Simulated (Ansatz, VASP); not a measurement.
## HfC in VASP and in Ansatz

File INCAR:

```
SYSTEM = HfC
PREC = Accurate ; ENCUT = 520
EDIFF = 1E-6 ; ISMEAR = 0
SIGMA = 0.05 ; LREAL = .FALSE.
LASPH = .TRUE. ; NELM = 100
ALGO = Normal ; ISIF = 2
LWAVE = .FALSE. ; LCHARG = .FALSE.
GGA = PE ; NBANDS = 14
```

KPOINTS

```
Automatic mesh
0
G
  12 12 12
  0 0 0
```

The input POSCAR:

```
HfC
1.0
    2.9008889300      0.0000000000      0.0000000000
    0.0000000000      2.9008889300      0.0000000000
    0.0000000000      0.0000000000      2.9008889300
Hf C
1 1
Direct
    0.0000000000      0.0000000000      0.0275777536
    0.5000000000      0.5000000000      0.5000000000
```

Input for Ansatz:

```yaml
crystal:
  lattice:
    - [2.90088893, 0.0, 0.0]
    - [0.0, 2.90088893, 0.0]
    - [0.0, 0.0, 2.90088893]
  atoms:
    - { symbol: Hf, position: [0.0, 0.0, 0.0275777536] }
    - { symbol: C, position: [0.5, 0.5, 0.5] }
basis:
  ecutwfc: 420
  ecutrho_ratio: 4
kpoints:
  mp_grid: { grid: [12, 12, 12] }
hamiltonian:
  xc: pbe
scf:
  occupations: { method: gaussian, width: 0.05 }
output:
  forces: true
  stress: true
  eigenvalues: true
  write_density: true
  write_potential: true
  elf: true
  volumetric_format: npy
```

Alike in both runs: task single point; functional PBE; k mesh 12 × 12 × 12; occupations gaussian, width 0.05 eV; no spin polarisation.

```csv
,VASP,Ansatz
version,VASP 6.6.1,Ansatz 0.2.0
potentials or method,"VASP PAW PBE potentials, release 64 (Hf_pv, C), cutoff 520 eV","scalar-relativistic, plane waves, PAW"
valence electrons in the cell,14,30
```

```csv
,VASP,Ansatz,Ansatz less VASP
gap on the k mesh at the Fermi level (eV),none,none,-
pressure (GPa),-0.9,0.4,+1.36
"traceless stress, the component that is largest in VASP (GPa)",-1.83,-1.78,+0.053
rms of the force components (eV/Å),0.013,0.009,-0.0035
```

Atom by atom the forces differ by 0.003 eV/Å (rms over components). A gap of «none» marks a metal or a gap that the smearing closes. The functional is the same, so the differences come from potentials, cutoffs and numerics. VASP's potentials hold 14 valence electrons a cell and Ansatz's 30, so a difference there can come from the potentials and not from the codes.

Neither program's run includes spin-orbit coupling.
